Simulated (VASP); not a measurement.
Hf:

```
Hf
1.0
    -1.82875    1.82875    1.82875
     1.82875   -1.82875    1.82875
     1.82875    1.82875   -1.82875
Hf
1
Cartesian
  0.0000 0.0000 0.0000
```

Base run:

* Program: VASP 6.6.1
* Functional: PBEsol
* Potentials or basis: VASP PAW PBE potentials, release 64 (Hf_pv)
* Cutoff: 520 eV
* k mesh: 10 × 10 × 10
* Occupations: fermi-dirac, width 0.05 eV
* Spin: no spin polarisation

Its results: band gap on the k mesh zero (band 5 reaches 5.27 eV, above the bottom of band 6 at 3.17 eV); pressure -12.1 GPa.

Q: The run is repeated on the same cell with these changes: functional from PBEsol to r2SCAN. What comes out?

A: Band gap on the k mesh zero (band 5 reaches 5.56 eV, above the bottom of band 6 at 3.19 eV); pressure -9.1 GPa.

Caveats: the PAW data sets were made with another functional, which shifts forces and pressure a little; spin-orbit coupling is left out, which moves the levels of the heavy elements.
